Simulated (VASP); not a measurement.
# InP (I4/mmm) in VASP: notebook

InP is run at these levels: PBE; tasks: single point.

Program: VASP 6.6.1. These are calculated values, not measurements. Logs are shortened: lines on timing, memory, paths and dates and some standing lists are left out, and cuts for length are marked.

## Step 1: The cell of the first run

The structure is tetragonal, space group I4/mmm (No. 139). Conventional cell: a = 3.831 Å, b = 3.831 Å, c = 5.640 Å, α = 90.00°, β = 90.00°, γ = 90.00°. In (site symmetry 4/mmm) has 6 P at 2.71 to 2.82 Å within 3.6 Å. P (site symmetry 4/mmm) has 6 In at 2.71 to 2.82 Å within 3.6 Å.

## Step 2: Single point, PBE (20.69 Å³/atom)

Input file INCAR:

```
PREC     = Accurate       # precision mode
ENCUT    = 520            # plane-wave cutoff, eV
EDIFF    = 1E-6           # SCF threshold, eV
ISMEAR   = 0              # smearing method
SIGMA    = 0.15           # smearing width, eV
LREAL    = False          # projectors in reciprocal space
LASPH    = True           # aspherical terms in the spheres
NELM     = 60             # most SCF steps
ALGO     = Normal         # electronic algorithm
ISIF     = 2              # what is computed and relaxed
LWAVE    = False          # write WAVECAR
LCHARG   = False          # write CHGCAR
GGA      = PE             # functional
NBANDS   = 16             # bands
```

Input file KPOINTS:

```
regular mesh
0
Gamma
  20 20 20
```

Input file POSCAR:

```
InP
1.0
    0.0000000000      2.7087998522      2.8198606461
    2.7087998522      0.0000000000      2.8198606461
    2.7087998522      2.7087998522      0.0000000000
In P
1 1
Direct
    0.0000000000      0.0000000000      0.0000000000
    0.5000000000      0.5000000000      0.5000000000
```

Potentials or basis: VASP PAW PBE potentials, release 64 (In_d, P).

Command:

```sh
$ cat potpaw_PBE.64/In_d/POTCAR potpaw_PBE.64/P/POTCAR > POTCAR
$ mpirun -np 1 vasp_std > vasp.out
```

OUTCAR:

```text
PREC = Accurate
   ENCUT = 520
   EDIFF = 1E-6
   ISMEAR = 0
   LREAL = False
   LASPH = True
   NELM = 60
   ISIF = 2
   GGA = PE

 ion  position               nearest neighbor table
   1  0.000  0.000  0.000-   2 2.71   2 2.71   2 2.71   2 2.71   2 2.82   2 2.82
   2  0.500  0.500  0.500-   1 2.71   1 2.71   1 2.71   1 2.71   1 2.82   1 2.82

  LATTYP: Found a body centered tetragonal cell.
 ALAT       =     3.8308214887
 C/A-ratio  =     1.4721963184

  Lattice vectors:

 A1 = (  -2.7087998522,   0.0000000000,   2.8198606461)
 A2 = (   2.7087998522,   0.0000000000,   2.8198606461)
 A3 = (   0.0000000000,   2.7087998522,  -2.8198606461)

Analysis of symmetry for initial positions (statically):
=====================================================================
 Subroutine PRICEL returns:
 Original cell was already a primitive cell.

 Routine SETGRP: Setting up the symmetry group for a
 body centered tetragonal supercell.

 Subroutine GETGRP returns: Found 16 space group operations
 (whereof 16 operations were pure point group operations)
 out of a pool of 16 trial point group operations.

The static configuration has the point symmetry D_4h.

Analysis of symmetry for dynamics (positions and initial velocities):
=====================================================================
 Subroutine PRICEL returns:
 Original cell was already a primitive cell.

 Routine SETGRP: Setting up the symmetry group for a
 body centered tetragonal supercell.

 Subroutine GETGRP returns: Found 16 space group operations
 (whereof 16 operations were pure point group operations)
 out of a pool of 16 trial point group operations.

The dynamic configuration has the point symmetry D_4h.

 Subroutine INISYM returns: Found 16 space group operations
 (whereof 16 operations are pure point group operations),
 and found     1 'primitive' translations

----------------------------------------------------------------------------------------

                                     Primitive cell

  volume of cell :      41.3820

  direct lattice vectors                    reciprocal lattice vectors
     0.000000000  2.708799852  2.819860646    -0.184583590  0.184583590  0.177313727
     2.708799852  0.000000000  2.819860646     0.184583590 -0.184583590  0.177313727
     2.708799852  2.708799852  0.000000000     0.184583590  0.184583590 -0.177313727

  length of vectors
     3.910142031  3.910142031  3.830821489     0.315566729  0.315566729  0.315566729

  position of ions in fractional coordinates (direct lattice)
     0.000000000  0.000000000  0.000000000
     0.500000000  0.500000000  0.500000000

  ion indices of the primitive-cell ions
   primitive index   ion index
                 1           1
                 2           2

----------------------------------------------------------------------------------------

 KPOINTS: regular mesh

Automatic generation of k-mesh.
 Grid dimensions read from file:
 generate k-points for:   20   20   20

 Generating k-lattice:

  Cartesian coordinates                     Fractional coordinates (reciprocal lattice)
    -0.009229179  0.009229179  0.008865686     0.050000000  0.000000000  0.000000000
     0.009229179 -0.009229179  0.008865686     0.000000000  0.050000000  0.000000000
     0.009229179  0.009229179 -0.008865686    -0.000000000 -0.000000000  0.050000000

  Length of vectors
     0.015778336  0.015778336  0.015778336

  Shift w.r.t. Gamma in fractional coordinates (k-lattice)
     0.000000000  0.000000000  0.000000000

 Subroutine IBZKPT returns following result:
 ===========================================

 Found    641 irreducible k-points:

 Following reciprocal coordinates:
            Coordinates               Weight
  0.000000  0.000000  0.000000      1.000000
  0.050000 -0.000000  0.000000      8.000000
  0.100000  0.000000  0.000000      8.000000
  0.150000  0.000000  0.000000      8.000000
  0.200000  0.000000  0.000000      8.000000
  0.250000  0.000000  0.000000      8.000000
[... 16 lines left out ...]
 -0.400000  0.050000  0.000000      8.000000
 -0.350000  0.050000  0.000000      8.000000
 [... further k-points ...]
   k-points           NKPTS =    641   k-points in BZ     NKDIM =    641   number of bands    NBANDS=     16
   number of dos      NEDOS =    301   number of ions     NIONS =      2
   total plane-waves  NPLWV =  25200
   dimension x,y,z NGX =    30 NGY =   30 NGZ =   28
   dimension x,y,z NGXF=    60 NGYF=   60 NGZF=   56
   ions per type =               1   1
   NGX,Y,Z   is equivalent  to a cutoff of  12.75, 12.75, 12.15 a.u.
   NGXF,Y,Z  is equivalent  to a cutoff of  25.51, 25.51, 24.30 a.u.
 SYSTEM =  unknown system
   PREC   = accura    normal or accurate (medium, high low for compatibility)
   ISTART =      0    job   : 0-new  1-cont  2-samecut
   ICHARG =      2    charge: 1-file 2-atom 10-const
   ISPIN  =      1    spin polarized calculation?
   LNONCOLLINEAR =      F non collinear calculations
   LSORBIT =      F    spin-orbit coupling
   LASPH  =      T    aspherical Exc in radial PAW
   ENCUT  =  520.0 eV  38.22 Ry    6.18 a.u.   7.27  7.27  7.12*2*pi/ulx,y,z
   NELM   =     60;   NELMIN=  2; NELMDL= -5     # of ELM steps
   EDIFF  = 0.1E-05   stopping-criterion for ELM
   LREAL  =      F    real-space projection
   EDIFFG = 0.1E-04   stopping-criterion for IOM
   NSW    =      0    number of steps for IOM
   IBRION =     -1    ionic relax: 0-MD 1-quasi-New 2-CG
   NFREE  =      0    steps in history (QN), initial steepest desc. (CG)
   ISIF   =      2    stress and relaxation
   ISYM   =      2    0-nonsym 1-usesym 2-fastsym
   POTIM  = 0.5000    time-step for ionic-motion
   TEBEG  =    0.0;   TEEND  =   0.0 temperature during run
   PSTRESS=    0.0 pullay stress
   NELECT =      18.0000    total number of electrons
   NUPDOWN=      -1.0000    fix difference up-down
   EMIN   =  10.00;   EMAX   =-10.00  energy-range for DOS
   EFERMI =   0.00;   METHOD = LEGACY
   ISMEAR =     0;   SIGMA  =   0.15  broadening in eV -4-tet -1-fermi 0-gaus
   EFERMI_NEDOS =   21; number of points for ismear=-14 and -15
   IALGO  =     38    algorithm
   IMIX   =      4    mixing-type and parameters
     AMIX     =   0.40;   BMIX     =  1.00
     AMIX_MAG =   1.60;   BMIX_MAG =  1.00
  volume/ion in A,a.u.               =      20.69       139.63
  Fermi-wavevector in a.u.,A,eV,Ry     =   1.240400  2.344017 20.933825  1.538593
  Thomas-Fermi vector in A             =   2.374843
   LORBIT       =      0    0 simple, 1 ext, 2 COOP (PROOUT), +10 PAW based schemes
   GGA     = PE    functional components
   LHFCALC =     F    Hartree Fock is set to
   AEXX    =    0.0000 exact exchange contribution
   IVDW    =     0    specifies the selected vdW correction
   LEPSILON=     F    determine dielectric tensor
   LRPA    =     F    only Hartree local field effects (RPA)
 non-spin polarized calculation
 Gauss-broadening in eV      SIGMA  =   0.15
  energy-cutoff  :      520.00
  volume of cell :       41.38
 maximum number of plane-waves:      1131
 NGX is ok and might be reduce to    30
   NGX = 15   NGY = 15   NGZ = 15

 number of electron      18.0000003 magnetization

 Free energy of the ion-electron system (eV)
  ---------------------------------------------------
  ext. energy  EPLUGINS =         0.00000000
  ---------------------------------------------------
  free energy    TOTEN  =        -7.89732280 eV

  energy without entropy =       -7.88378815  energy(sigma->0) =       -7.89055548

 E-fermi :   7.3710     XC(G=0): -10.5130

 val. band max:        7.3635528402   @ k =   0.3500   0.0000   0.0500
 cond. band min:       7.3788319505   @ k =   0.3500   0.3000   0.0500
 fundamental gap:      0.0152791103
 Fermi energy:         7.3710247132

 k-point     1 :       0.0000    0.0000    0.0000
  band No.  band energies     occupation
      1      -6.9072      2.00000
      2      -6.9047      2.00000
      3      -6.8952      2.00000
      4      -6.8711      2.00000
      5      -6.8711      2.00000
      6      -4.8474      2.00000
[... 8 lines left out ...]
     15      16.4211      0.00000
     16      16.4211      0.00000

 k-point     2 :       0.0500   -0.0000    0.0000
  band No.  band energies     occupation
      1      -6.9079      2.00000
      2      -6.9061      2.00000
      3      -6.8937      2.00000
      4      -6.8708      2.00000
      5      -6.8696      2.00000
      6      -4.8156      2.00000
[... 8 lines left out ...]
     15      15.9740      0.00000
     16      16.2453      0.00000

 k-point     3 :       0.1000    0.0000    0.0000
  band No.  band energies     occupation
      1      -6.9109      2.00000
      2      -6.9107      2.00000
      3      -6.8890      2.00000
      4      -6.8694      2.00000
      5      -6.8648      2.00000
      6      -4.7202      2.00000
[... 8 lines left out ...]
     15      15.4248      0.00000
     16      16.0471      0.00000

 k-point     4 :       0.1500    0.0000    0.0000
  band No.  band energies     occupation
      1      -6.9186      2.00000
      2      -6.9168      2.00000
      3      -6.8839      2.00000
      4      -6.8643      2.00000
      5      -6.8566      2.00000
      6      -4.5624      2.00000
[... 8 lines left out ...]
     15      15.3883      0.00000
     16      15.8799      0.00000
[... 324 lines left out ...]
 k-point    22 :      -0.4500    0.0500    0.0000
  band No.  band energies     occupation
      1      -6.9776      2.00000
      2      -6.9659      2.00000
      3      -6.8907      2.00000
      4      -6.7941      2.00000
      5      -6.7878      2.00000
      6      -2.7122      2.00000
[... 8 lines left out ...]
     15      18.2668      0.00000
     16      19.3852      0.00000

 k-point    23 :      -0.4000    0.0500    0.0000
  band No.  band energies     occupation
      1      -6.9754      2.00000
      2      -6.9601      2.00000
      3      -6.8897      2.00000
      4      -6.8000      2.00000
      5      -6.7911      2.00000
      6      -2.9329      2.00000
[... 8 lines left out ...]
     15      17.7060      0.00000
     16      19.0539      0.00000

 k-point    24 :      -0.3500    0.0500    0.0000
  band No.  band energies     occupation
      1      -6.9697      2.00000
      2      -6.9519      2.00000
      3      -6.8879      2.00000
      4      -6.8090      2.00000
      5      -6.7992      2.00000
      6      -3.2555      2.00000
[... 8 lines left out ...]
     15      17.0785      0.00000
     16      18.4297      0.00000

 [... further k-points ...]

------------------------ aborting loop because EDIFF is reached ----------------------------------------

  FORCE on cell =-STRESS in cart. coord.  units (eV):
  Direction    XX          YY          ZZ          XY          YZ          ZX
  --------------------------------------------------------------------------------------
  -------------------------------------------------------------------------------------
  Total        0.9856901      0.9856901     -0.1812605      0.0000000      0.0000000      0.0000000
  in kB       38.1627363     38.1627363     -7.0178211      0.0000000      0.0000000      0.0000000
  external PRESSURE =      23.1025505 kB  Pullay stress =       0.0000000 kB

 VOLUME and BASIS-vectors are now :
 -----------------------------------------------------------------------------
  energy-cutoff  :      520.00
  volume of cell :       41.38
      direct lattice vectors                 reciprocal lattice vectors
     0.000000000  2.708799852  2.819860646    -0.184583590  0.184583590  0.177313727
     2.708799852  0.000000000  2.819860646     0.184583590 -0.184583590  0.177313727
     2.708799852  2.708799852  0.000000000     0.184583590  0.184583590 -0.177313727

 POSITION                                       TOTAL-FORCE (eV/Angst)
 -----------------------------------------------------------------------------------
      0.00000      0.00000      0.00000         0.000000      0.000000      0.000000
      2.70880      2.70880      2.81986        -0.000000     -0.000000      0.000000
 -----------------------------------------------------------------------------------
    total drift:                               -0.000000      0.000000      0.000000

  FREE ENERGIE OF THE ION-ELECTRON SYSTEM (eV)
  ---------------------------------------------------
  free  energy   TOTEN  =        -7.8973228026 eV

  energy  without entropy=       -7.8837881493  energy(sigma->0) =       -7.89055548
```

Wall time 9.6 min (1 thread of Intel Xeon 8259CL, shared host); peak memory 0.5 GiB.

Results:

| Item | Value |
| --- | --- |
| Free energy | -7.8973 eV |
| Pressure | 2.3 GPa |
| Band gap on the k mesh | zero (bands 9 and 10 overlap by 2.61 eV) |

Caveat: spin-orbit coupling is left out, which moves the levels of the heavy elements.

## Step 3: Single point, PBE (19.56 Å³/atom)

This run uses another cell than the first one, of 19.56 Å³/atom.

Input file INCAR:

```
PREC = Accurate
ENCUT = 520
EDIFF = 1E-6
ISMEAR = 0
SIGMA = 0.15
LREAL = F
LASPH = T
NELM = 100
ALGO = Normal
ISIF = 2
LWAVE = F
LCHARG = T
GGA = PE
LELF = T
LVHAR = T
NBANDS = 16
```

Input file KPOINTS:

```
Automatic mesh
0
Gamma
  20 20 20
```

Input file POSCAR:

```
InP
1.0
    0.0000000000      2.6583806600      2.7673742671
    2.6583806600      0.0000000000      2.7673742671
    2.6583806600      2.6583806600      0.0000000000
In P
1 1
Direct
    0.0000000000      0.0000000000      0.0000000000
    0.5000000000      0.5000000000      0.5000000000
```

Potentials or basis: VASP PAW PBE potentials, release 64 (In_d, P).

Command:

```sh
$ cat potpaw_PBE.64/In_d/POTCAR potpaw_PBE.64/P/POTCAR > POTCAR
$ mpirun -np 1 vasp_std > vasp.out
```

OUTCAR:

```text
PREC = Accurate
   ENCUT = 520
   EDIFF = 1E-6
   ISMEAR = 0
   LREAL = F
   LASPH = T
   NELM = 100
   ISIF = 2
   GGA = PE

 ion  position               nearest neighbor table
   1  0.000  0.000  0.000-   2 2.66   2 2.66   2 2.66   2 2.66   2 2.77   2 2.77
   2  0.500  0.500  0.500-   1 2.66   1 2.66   1 2.66   1 2.66   1 2.77   1 2.77

  LATTYP: Found a body centered tetragonal cell.
 ALAT       =     3.7595179833
 C/A-ratio  =     1.4721963185

  Lattice vectors:

[... 643 lines left out ...]

------------------------ aborting loop because EDIFF is reached ----------------------------------------

  FORCE on cell =-STRESS in cart. coord.  units (eV):
  Direction    XX          YY          ZZ          XY          YZ          ZX
  --------------------------------------------------------------------------------------
  -------------------------------------------------------------------------------------
  Total        2.3653357      2.3653357      0.9258364      0.0000000      0.0000000     -0.0000000
  in kB       96.8882573     96.8882573     37.9238668      0.0000000      0.0000000     -0.0000000
  external PRESSURE =      77.2334605 kB  Pullay stress =       0.0000000 kB

 VOLUME and BASIS-vectors are now :
 -----------------------------------------------------------------------------
  energy-cutoff  :      520.00
  volume of cell :       39.11
      direct lattice vectors                 reciprocal lattice vectors
     0.000000000  2.658380660  2.767374267    -0.188084426  0.188084426  0.180676682
     2.658380660  0.000000000  2.767374267     0.188084426 -0.188084426  0.180676682
     2.658380660  2.658380660  0.000000000     0.188084426  0.188084426 -0.180676682

 POSITION                                       TOTAL-FORCE (eV/Angst)
 -----------------------------------------------------------------------------------
      0.00000      0.00000      0.00000         0.000000     -0.000000      0.000000
      2.65838      2.65838      2.76737        -0.000000      0.000000      0.000000
 -----------------------------------------------------------------------------------
    total drift:                               -0.000000      0.000000      0.000000

  FREE ENERGIE OF THE ION-ELECTRON SYSTEM (eV)
  ---------------------------------------------------
  free  energy   TOTEN  =        -7.8273387716 eV

  energy  without entropy=       -7.8148960078  energy(sigma->0) =       -7.82111739
```

OSZICAR:

```text
N       E                     dE             d eps       ncg     rms          rms(c)
DAV:   1     0.109256963387E+03    0.10926E+03   -0.85141E+03 20824   0.136E+03
DAV:   2    -0.159290204534E+01   -0.11085E+03   -0.10600E+03 23264   0.312E+02
DAV:   3    -0.800949498816E+01   -0.64166E+01   -0.63436E+01 26664   0.709E+01
DAV:   4    -0.815854592472E+01   -0.14905E+00   -0.14899E+00 26136   0.109E+01
DAV:   5    -0.816508987352E+01   -0.65439E-02   -0.65438E-02 30232   0.206E+00    0.554E+00
DAV:   6    -0.784402473071E+01    0.32107E+00   -0.53724E-01 31320   0.137E+01    0.321E+00
DAV:   7    -0.782816592560E+01    0.15859E-01   -0.10004E-01 32080   0.298E+00    0.130E+00
DAV:   8    -0.782730955285E+01    0.85637E-03   -0.86262E-03 28008   0.130E+00    0.206E-01
DAV:   9    -0.782732256000E+01   -0.13007E-04   -0.78468E-04 32296   0.508E-01    0.101E-01
DAV:  10    -0.782732808541E+01   -0.55254E-05   -0.60741E-05 25616   0.671E-02    0.561E-02
DAV:  11    -0.782733724159E+01   -0.91562E-05   -0.13902E-05 27344   0.275E-02    0.101E-02
DAV:  12    -0.782733886472E+01   -0.16231E-05   -0.34521E-06 26360   0.302E-02    0.894E-03
DAV:  13    -0.782733877162E+01    0.93097E-07   -0.10269E-07 14632   0.289E-03
   1 F= -.78273388E+01 E0= -.78211174E+01  d E =-.124428E-01
```

stdout:

```text
POSCAR found type information on POSCAR InP
 POSCAR found :  2 types and       2 ions
 scaLAPACK will be used
 LDA part: xc-table for (Slater+PW92), standard interpolation
 POSCAR, INCAR and KPOINTS ok, starting setup
 FFT: planning ... GRIDC
 FFT: planning ... GRID_SOFT
 FFT: planning ... GRID
 WAVECAR not read
 entering main loop
```

It took 9.7 min on 1 thread of Intel Xeon 8259CL, shared host; peak memory 0.49 GiB.

Results:

```yaml
Free_energy: -7.8273 eV
Pressure: 7.7 GPa
Band_gap_on_the_k_mesh: zero (bands 9 and 10 overlap by 2.84 eV)
```

Levels at points of the mesh, in eV from the Fermi level:
```csv
k point,band 7,band 8,band 9,band 10,band 11,band 12
"(0.00, 0.00, 0.00)",-0.50,-0.50,-0.13,1.21,6.90,7.20
"(0.50, 0.00, 0.00)",-7.12,0.02,0.26,2.41,3.29,3.55
"(0.50, 0.50, 0.00)",-5.50,-2.51,-2.51,-2.10,3.78,10.64
"(0.50, 0.00, 0.50)",-5.50,-2.94,-2.58,-2.45,3.59,9.86
```

Caveat: the stress differs along the axes, from 4 to 10 GPa; spin-orbit coupling is left out, which moves the levels of the heavy elements.

[end of part 1 of 2]
